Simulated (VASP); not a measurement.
C:

```xyz
1
Lattice="-1.2309 1.2309 1.8727 1.2309 -1.2309 1.8727 1.2309 1.2309 -1.8727" Properties=species:S:1:pos:R:3 pbc="T T T"
C     0.0000    0.0000    0.0000
```

- Program: VASP 6.6.1
- Task: relaxation of cell and atoms
- Functional: PBE
- Potentials or basis: VASP PAW PBE potentials, release 64 (C_h)
- Cutoff: 910 eV
- k mesh: 10 × 10 × 10
- Occupations: gaussian, width 0.1 eV
- Spin: no spin polarisation

At the start: pressure -29.7 GPa; volume 11.35 Å³/atom.

Q: How do energy, volume and symmetry change on relaxing?

A: Over 30 steps the energy falls by 2379.0 meV/atom and the volume is 7.20 Å³/atom (-36.5 %); space group I4/mmm (No. 139, to 0.05 Å).

Step by step:
```tsv
step	energy change (eV)	largest force (eV/Å)	pressure (GPa)	volume (Å³)
1	0.0000	0.0000	-29.74	11.35
2	-0.5043	0.0000	-16.87	8.23
3	-0.5702	0.0000	-2.24	7.25
4	-0.5719	0.0000	1.30	7.08
5	-0.6519	0.0000	0.20	6.87
6	-1.4708	0.0000	-6.67	6.13
7	0.0408	0.0000	398.02	4.27
8	-1.7410	0.0000	19.24	5.74
9	-1.7743	0.0000	46.55	5.49
10	-1.5944	0.0000	153.96	4.89
11	-1.7793	0.0000	70.69	5.31
12	-1.7154	0.0000	116.77	5.04
13	-1.7739	0.0000	85.61	5.20
14	-1.7550	0.0000	99.53	5.12
15	-1.7613	0.0000	102.19	5.12
16	-1.7705	0.0000	110.03	5.11
17	-1.7698	0.0000	126.69	5.09
18	-1.7756	0.0000	117.75	5.10
19	-1.7966	0.0000	115.01	5.13
20	-1.8573	0.0000	106.94	5.21
21	-1.9640	0.0000	92.16	5.38
22	-2.1238	0.0000	67.83	5.72
23	-2.3129	0.0000	32.06	6.43
24	-2.3262	0.0000	-12.65	7.94
25	-2.3735	0.0000	6.27	7.17
26	-2.3733	0.0000	7.55	7.13
27	-2.3769	0.0000	4.97	7.14
28	-2.3787	0.0000	1.61	7.16
29	-2.3789	0.0000	1.22	7.17
30	-2.3790	0.0000	0.33	7.20
```

Final structure:
```
CELL_PARAMETERS angstrom
-0.80548 0.80548 2.77546
0.80548 -0.80548 2.77546
0.80548 0.80548 -2.77546
ATOMIC_POSITIONS crystal
C 0.00000 0.00000 0.00000
```

Caveat: the k points lie up to 0.55 Å⁻¹ apart in the final cell; the cutoff is under 1.25 times the usual one of these potentials, so pressure, stress and relaxed cells hold a basis-set (Pulay) error; the volume moved by over 15 % at a fixed basis, so the end points are rough.
